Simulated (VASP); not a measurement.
Crystal: Ge.

```xyz
4
Lattice="0.0000 2.8857 5.1157 2.6305 0.0000 5.1157 2.6305 2.8857 0.0000" Properties=species:S:1:pos:R:3 pbc="T T T"
Ge    2.6305    2.8857    7.9995
Ge    2.6305    2.8857    2.2318
Ge    2.6305    1.5786    5.1157
Ge    2.6305    4.1929    5.1157
```

Base run:

| Item | Value |
| --- | --- |
| Program | VASP 6.6.1 |
| Functional | PBEsol |
| Potentials or basis | VASP PAW PBE potentials, release 64 (Ge_d) |
| Cutoff | 520 eV |
| k mesh | 5 × 5 × 5 |
| Occupations | fermi-dirac, width 0.05 eV |
| Spin | no spin polarisation |

Its results: band gap on the k mesh zero (band 28 reaches 7.63 eV, above the bottom of band 29 at 4.56 eV); pressure -3.8 GPa; largest force 0.089 eV/Å.

Problem. The run is repeated on the same cell with these changes: k mesh from 5 × 5 × 5 to 3 × 3 × 3. What comes out?

Solution. Band gap on the k mesh zero (band 28 reaches 6.58 eV, above the bottom of band 29 at 4.60 eV); pressure -2.9 GPa; largest force 0.270 eV/Å.

Caveats: some runs use coarse meshes; the PAW data sets were made with another functional, which shifts forces and pressure a little.
